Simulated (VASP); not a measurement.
# Zn12SeS11 (a cell with a defect) in VASP: electric field gradients with PBE

Aim: the electric field gradients of Zn12SeS11 (a cell with a defect) with PBE.

Program: VASP 6.6.1. These are calculated values, not measurements. Logs are shortened: lines on timing, memory, paths and dates and some standing lists are left out, and cuts for length are marked.

**1. The cell of the first run**

The cell holds a defect, 24 atoms: a = 6.621 Å, b = 6.621 Å, c = 12.520 Å, α = 90.00°, β = 90.00°, γ = 120.00°.

**2. Electric field gradients, PBE**

Contents of INCAR:

```
PREC = Accurate
ENCUT = 520
EDIFF = 1E-8
ISMEAR = -1
SIGMA = 0.01
LREAL = Auto
LASPH = T
NELM = 100
ALGO = Normal
ISIF = 2
LWAVE = F
LCHARG = F
GGA = PE
LEFG = T
NBANDS = 126
```

Contents of KPOINTS:

```
Automatic mesh
0
Gamma
  3 3 2
```

Contents of POSCAR:

```
Zn12SeS11
1.0
    5.7340500000      3.3105553110      0.0000000000
   -5.7340500000      3.3105553110      0.0000000000
    0.0000000000      0.0000000000     12.5200000000
Zn S Se
12 11 1
Direct
    0.0000000000      0.0000000000      0.0000000000
    0.3333333333      0.6666666667      0.0000000000
    0.6666666667      0.3333333333      0.0000000000
    0.0000000000      0.0000000000      0.5000000000
    0.3333333333      0.6666666667      0.5000000000
    0.6666666667      0.3333333333      0.5000000000
    0.3333333333      0.3333333334      0.2500000000
    0.6666666667      0.0000000000      0.2500000000
    0.0000000000      0.6666666667      0.2500000000
    0.3333333333      1.0000000000      0.7500000000
    0.6666666667      0.6666666666      0.7500000000
    0.0000000000      0.3333333333      0.7500000000
    0.0000000000      0.0000000000      0.1875000000
    0.3333333333      0.6666666667      0.1875000000
    0.6666666667      0.3333333333      0.1875000000
    0.0000000000      0.0000000000      0.6875000000
    0.3333333333      0.6666666667      0.6875000000
    0.6666666667      0.3333333333      0.6875000000
    0.6666666667      0.0000000000      0.4375000000
    0.0000000000      0.6666666667      0.4375000000
    0.3333333333      1.0000000000      0.9375000000
    0.6666666667      0.6666666666      0.9375000000
    0.0000000000      0.3333333333      0.9375000000
    0.3333333333      0.3333333334      0.4375000000
```

Potentials or basis: VASP PAW PBE potentials, release 64 (Zn, S, Se).

Launch:

```console
> cat potpaw_PBE.64/Zn/POTCAR potpaw_PBE.64/S/POTCAR potpaw_PBE.64/Se/POTCAR > POTCAR
> mpirun -np 1 vasp_std > vasp.out
```

OUTCAR:

```text
PREC = Accurate
   ENCUT = 520
   EDIFF = 1E-8
   ISMEAR = -1
   LREAL = Auto
   LASPH = T
   NELM = 100
   ISIF = 2
   GGA = PE

 ion  position               nearest neighbor table
   1  0.000  0.000  0.000-  21 2.34  23 2.34  22 2.34  13 2.35
   2  0.333  0.667  0.000-  21 2.34  23 2.34  22 2.34  14 2.35
   3  0.667  0.333  0.000-  23 2.34  22 2.34  21 2.34  15 2.35
   4  0.000  0.000  0.500-  19 2.34  20 2.34  24 2.34  16 2.35
   5  0.333  0.667  0.500-  20 2.34  24 2.34  19 2.34  17 2.35
   6  0.667  0.333  0.500-  19 2.34  20 2.34  24 2.34  18 2.35
[... 16 lines left out ...]
  23  0.000  0.333  0.938-   1 2.34   3 2.34   2 2.34  12 2.35
  24  0.333  0.333  0.438-   5 2.34   4 2.34   6 2.34   7 2.35

  LATTYP: Found a hexagonal cell.
 ALAT       =     6.6211106221
 C/A-ratio  =     1.8909214352

  Lattice vectors:

 A1 = (   5.7340500000,   3.3105553110,   0.0000000000)
 A2 = (  -5.7340500000,   3.3105553110,   0.0000000000)
 A3 = (   0.0000000000,   0.0000000000,  12.5200000000)

Analysis of symmetry for initial positions (statically):
=====================================================================
 Subroutine PRICEL returns:
 Original cell was already a primitive cell.

 Routine SETGRP: Setting up the symmetry group for a
 hexagonal supercell.

 Subroutine GETGRP returns: Found  6 space group operations
 (whereof  2 operations were pure point group operations)
 out of a pool of 24 trial point group operations.

The static configuration has the point symmetry C_1h.
 The point group associated with its full space group is C_3v.

Analysis of symmetry for dynamics (positions and initial velocities):
=====================================================================
 Subroutine PRICEL returns:
 Original cell was already a primitive cell.

 Routine SETGRP: Setting up the symmetry group for a
 hexagonal supercell.

 Subroutine GETGRP returns: Found  6 space group operations
 (whereof  2 operations were pure point group operations)
 out of a pool of 24 trial point group operations.

The dynamic configuration has the point symmetry C_1h.
 The point group associated with its full space group is C_3v.

 Subroutine INISYM returns: Found  6 space group operations
 (whereof  2 operations are pure point group operations),
 and found     1 'primitive' translations

----------------------------------------------------------------------------------------

                                     Primitive cell

  volume of cell :     475.3316

  direct lattice vectors                    reciprocal lattice vectors
     5.734050000  3.310555311  0.000000000     0.087198403  0.151032064  0.000000000
    -5.734050000  3.310555311  0.000000000    -0.087198403  0.151032064  0.000000000
     0.000000000  0.000000000 12.520000000     0.000000000  0.000000000  0.079872204

  length of vectors
     6.621110622  6.621110622 12.520000000     0.174396805  0.174396805  0.079872204

  position of ions in fractional coordinates (direct lattice)
     0.000000000  0.000000000  0.000000000
     0.333333333  0.666666667  0.000000000
     0.666666667  0.333333333  0.000000000
     0.000000000  0.000000000  0.500000000
     0.333333333  0.666666667  0.500000000
     0.666666667  0.333333333  0.500000000
[... 16 lines left out ...]
     0.000000000  0.333333333  0.937500000
     0.333333333  0.333333333  0.437500000

  ion indices of the primitive-cell ions
   primitive index   ion index
                 1           1
                 2           2
                 3           3
                 4           4
                 5           5
                 6           6
[... 16 lines left out ...]
                23          23
                24          24

----------------------------------------------------------------------------------------

 KPOINTS: Automatic mesh

Automatic generation of k-mesh.
 Grid dimensions read from file:
 generate k-points for:    3    3    2

 Generating k-lattice:

  Cartesian coordinates                     Fractional coordinates (reciprocal lattice)
     0.029066134  0.050344021  0.000000000     0.333333333  0.000000000  0.000000000
    -0.029066134  0.050344021  0.000000000     0.000000000  0.333333333  0.000000000
     0.000000000  0.000000000  0.039936102     0.000000000  0.000000000  0.500000000
[... 23 lines left out ...]
   dimension x,y,z NGX =    50 NGY =   50 NGZ =   96
   dimension x,y,z NGXF=   100 NGYF=  100 NGZF=  192
   ions per type =              12  11   1
   NGX,Y,Z   is equivalent  to a cutoff of  12.55, 12.55, 12.75 a.u.
   NGXF,Y,Z  is equivalent  to a cutoff of  25.11, 25.11, 25.49 a.u.
 SYSTEM =  unknown system
   PREC   = accura    normal or accurate (medium, high low for compatibility)
   ISTART =      0    job   : 0-new  1-cont  2-samecut
   ICHARG =      2    charge: 1-file 2-atom 10-const
   ISPIN  =      1    spin polarized calculation?
   LNONCOLLINEAR =      F non collinear calculations
   LSORBIT =      F    spin-orbit coupling
   LASPH  =      T    aspherical Exc in radial PAW
   ENCUT  =  520.0 eV  38.22 Ry    6.18 a.u.  12.31 12.31 23.28*2*pi/ulx,y,z
   NELM   =    100;   NELMIN=  2; NELMDL= -5     # of ELM steps
   EDIFF  = 0.1E-07   stopping-criterion for ELM
   LREAL  =      T    real-space projection
   EDIFFG = 0.1E-06   stopping-criterion for IOM
   NSW    =      0    number of steps for IOM
   IBRION =     -1    ionic relax: 0-MD 1-quasi-New 2-CG
   NFREE  =      0    steps in history (QN), initial steepest desc. (CG)
   ISIF   =      2    stress and relaxation
   ISYM   =      2    0-nonsym 1-usesym 2-fastsym
   POTIM  = 0.5000    time-step for ionic-motion
   TEBEG  =    0.0;   TEEND  =   0.0 temperature during run
   PSTRESS=    0.0 pullay stress
   NELECT =     216.0000    total number of electrons
   NUPDOWN=      -1.0000    fix difference up-down
   EMIN   =  10.00;   EMAX   =-10.00  energy-range for DOS
   EFERMI =   0.00;   METHOD = LEGACY
   ISMEAR =    -1;   SIGMA  =   0.01  broadening in eV -4-tet -1-fermi 0-gaus
   EFERMI_NEDOS =   21; number of points for ismear=-14 and -15
   IALGO  =     38    algorithm
   IMIX   =      4    mixing-type and parameters
     AMIX     =   0.40;   BMIX     =  1.00
     AMIX_MAG =   1.60;   BMIX_MAG =  1.00
  volume/ion in A,a.u.               =      19.81       133.65
  Fermi-wavevector in a.u.,A,eV,Ry     =   1.258618  2.378443 21.553244  1.584119
  Thomas-Fermi vector in A             =   2.392218
   LORBIT       =      0    0 simple, 1 ext, 2 COOP (PROOUT), +10 PAW based schemes
   GGA     = PE    functional components
   LHFCALC =     F    Hartree Fock is set to
   AEXX    =    0.0000 exact exchange contribution
   IVDW    =     0    specifies the selected vdW correction
   LEPSILON=     F    determine dielectric tensor
   LRPA    =     F    only Hartree local field effects (RPA)
 non-spin polarized calculation
  energy-cutoff  :      520.00
  volume of cell :      475.33
 maximum number of plane-waves:     12850
 NGX is ok and might be reduce to    50
   NGX = 25   NGY = 25   NGZ = 47

 number of electron     215.9999946 magnetization

 Free energy of the ion-electron system (eV)
  ---------------------------------------------------
  ext. energy  EPLUGINS =         0.00000000
  ---------------------------------------------------
  free energy    TOTEN  =       -81.04489628 eV

  energy without entropy =      -81.04489628  energy(sigma->0) =      -81.04489628

 E-fermi :   2.3956     XC(G=0):  -9.6385

 val. band max:        2.1541821628   @ k =   0.0000   0.0000   0.0000
 cond. band min:       4.2625501548   @ k =   0.0000   0.0000   0.0000
 fundamental gap:      2.1083679920
 Fermi energy:         2.3955626155

 k-point     1 :       0.0000    0.0000    0.0000
  band No.  band energies     occupation
      1     -11.1236      2.00000
      2     -10.7227      2.00000
      3     -10.6041      2.00000
      4     -10.2058      2.00000
      5     -10.0304      2.00000
      6      -9.8755      2.00000
[... 727 lines left out ...]
    119       6.3595      0.00000
    120       6.4000      0.00000
 [bands above 120 left out]

------------------------ aborting loop because EDIFF is reached ----------------------------------------

  FORCE on cell =-STRESS in cart. coord.  units (eV):
  Direction    XX          YY          ZZ          XY          YZ          ZX
  --------------------------------------------------------------------------------------
  -------------------------------------------------------------------------------------
  Total        7.8078208      7.8078208      7.3501566      0.0000000     -0.0000000      0.0000000
  in kB       26.3174479     26.3174479     24.7748210      0.0000000     -0.0000000      0.0000000
  external PRESSURE =      25.8032389 kB  Pullay stress =       0.0000000 kB

 VOLUME and BASIS-vectors are now :
 -----------------------------------------------------------------------------
  energy-cutoff  :      520.00
  volume of cell :      475.33
      direct lattice vectors                 reciprocal lattice vectors
     5.734050000  3.310555311  0.000000000     0.087198403  0.151032064  0.000000000
    -5.734050000  3.310555311  0.000000000    -0.087198403  0.151032064  0.000000000
     0.000000000  0.000000000 12.520000000     0.000000000  0.000000000  0.079872204

 POSITION                                       TOTAL-FORCE (eV/Angst)
 -----------------------------------------------------------------------------------
      0.00000      0.00000      0.00000         0.000000     -0.002612      0.023629
     -1.91135      3.31056      0.00000        -0.002262      0.001306      0.023629
      1.91135      3.31056      0.00000         0.002262      0.001306      0.023629
      0.00000      0.00000      6.26000         0.000000     -0.754299      0.290788
     -1.91135      3.31056      6.26000        -0.653242      0.377150      0.290788
      1.91135      3.31056      6.26000         0.653242      0.377150      0.290788
[... 16 lines left out ...]
     -1.91135      1.10352     11.73750         0.003664      0.002116      0.011460
     -0.00000      2.20704      5.47750         0.000000     -0.000000     -0.001981
 -----------------------------------------------------------------------------------
    total drift:                               -0.000004     -0.000008      0.000533

  FREE ENERGIE OF THE ION-ELECTRON SYSTEM (eV)
  ---------------------------------------------------
  free  energy   TOTEN  =       -81.0448962765 eV

  energy  without entropy=      -81.0448962765  energy(sigma->0) =      -81.04489628

 Electric field gradients (V/A^2)
---------------------------------------------------------------------
 ion       V_xx      V_yy      V_zz      V_xy      V_xz      V_yz
---------------------------------------------------------------------
   1      -0.962    -1.085     2.047    -0.000     0.000     0.104
   2      -1.048    -0.992     2.040     0.046     0.090    -0.052
   3      -1.048    -0.992     2.040    -0.046    -0.090    -0.052
   4       5.140   -11.425     6.285     0.000     0.000     5.457
   5      -7.278     1.000     6.278     7.165     4.726    -2.728
   6      -7.278     1.000     6.278    -7.165    -4.726    -2.728
[... 16 lines left out ...]
  23      -1.099    -0.998     2.097    -0.086     0.047     0.027
  24      -2.556    -2.557     5.113    -0.000     0.000     0.000
---------------------------------------------------------------------

 Electric field gradients after diagonalization (V/A^2)
 (convention: |V_zz| > |V_xx| > |V_yy|)
----------------------------------------------------------------------
 ion       V_xx      V_yy      V_zz     asymmetry (V_yy - V_xx)/ V_zz
----------------------------------------------------------------------
   1      -1.088    -0.962     2.051       0.061
   2      -1.077    -0.966     2.043       0.054
   3      -1.077    -0.966     2.043       0.054
   4       7.832     5.140   -12.971       0.208
   5       7.826     5.136   -12.961       0.208
   6       7.826     5.136   -12.961       0.208
[... 16 lines left out ...]
  23      -1.149    -0.949     2.098       0.095
  24      -2.557    -2.556     5.113       0.000
----------------------------------------------------------------------

           NMR quadrupolar parameters

 Cq : quadrupolar parameter    Cq=e*Q*V_zz/h
 eta: asymmetry parameters     (V_yy - V_xx)/ V_zz
 Q  : nuclear electric quadrupole moment in mb (millibarn)
----------------------------------------------------------------------
 ion       Cq(MHz)       eta       Q (mb)
----------------------------------------------------------------------
   1       0.005       0.061       1.000
   2       0.005       0.054       1.000
   3       0.005       0.054       1.000
   4      -0.031       0.208       1.000
   5      -0.031       0.208       1.000
   6      -0.031       0.208       1.000
[... 16 lines left out ...]
  23       0.005       0.095       1.000
  24       0.012       0.000       1.000
----------------------------------------------------------------------
```

Wall time 26 min (1 thread of Intel Xeon Platinum 8375C at 2.90GHz (Ice Lake), shared host); peak memory 0.67 GiB.

Results:

```yaml
Free_energy: -81.0449 eV
Pressure: 2.6 GPa
Largest_force: 0.808 eV/Å
Band_gap_on_the_k_mesh: 2.11 eV
Largest_electric_field_gradient_by_atom: Zn +2.1, +2.0, -13.0, -12.0, +0.4, -0.3 (each value once); S -1.3, +0.9, +3.9, +2.1 (each value once); Se +5.1 V/Å²
```

Forces on the atoms (eV/Å):
```
Zn   0.000 -0.003  0.024
Zn  -0.002  0.001  0.024
Zn   0.002  0.001  0.024
Zn   0.000 -0.754  0.291
Zn  -0.653  0.377  0.291
Zn   0.653  0.377  0.291
Zn   0.000  0.000 -0.773
Zn   0.000  0.000  0.004
Zn   0.000  0.000  0.004
Zn   0.005 -0.003  0.016
Zn   0.000  0.006  0.016
Zn  -0.005 -0.003  0.016
S    0.000 -0.020 -0.088
S   -0.018  0.010 -0.088
S    0.018  0.010 -0.088
S    0.000 -0.034 -0.015
S   -0.029  0.017 -0.015
S    0.029  0.017 -0.015
S    0.000  0.000  0.024
S    0.000  0.000  0.024
S   -0.004  0.002  0.011
S    0.000 -0.004  0.011
S    0.004  0.002  0.011
Se   0.000  0.000 -0.002
```

Electric field gradients, principal values (V/Å²):
| atom | least | middle | greatest (by size) |
| --- | --- | --- | --- |
| 1 Zn | -0.962 | -1.088 | 2.051 |
| 2 Zn | -0.966 | -1.077 | 2.043 |
| 3 Zn | -0.966 | -1.077 | 2.043 |
| 4 Zn | 5.140 | 7.832 | -12.971 |
| 5 Zn | 5.136 | 7.826 | -12.961 |
| 6 Zn | 5.136 | 7.826 | -12.961 |
| 7 Zn | 5.994 | 5.999 | -11.993 |
| 8 Zn | -0.188 | -0.195 | 0.383 |
| 9 Zn | -0.188 | -0.195 | 0.383 |
| 10 Zn | 0.058 | 0.255 | -0.313 |
| 11 Zn | 0.058 | 0.251 | -0.309 |
| 12 Zn | 0.058 | 0.255 | -0.313 |
| 13 S | 0.075 | 1.196 | -1.271 |
| 14 S | 0.076 | 1.196 | -1.272 |
| 15 S | 0.076 | 1.196 | -1.272 |
| 16 S | -0.204 | -0.739 | 0.944 |
| 17 S | -0.204 | -0.740 | 0.944 |
| 18 S | -0.204 | -0.740 | 0.944 |
| 19 S | -1.971 | -1.972 | 3.943 |
| 20 S | -1.971 | -1.972 | 3.943 |
| 21 S | -0.949 | -1.149 | 2.098 |
| 22 S | -0.950 | -1.149 | 2.099 |
| 23 S | -0.949 | -1.149 | 2.098 |
| 24 Se | -2.556 | -2.557 | 5.113 |

Caveat: without QUAD_EFG the Cq values of the log hold for a quadrupole moment of 1 mb, not for the nuclei.
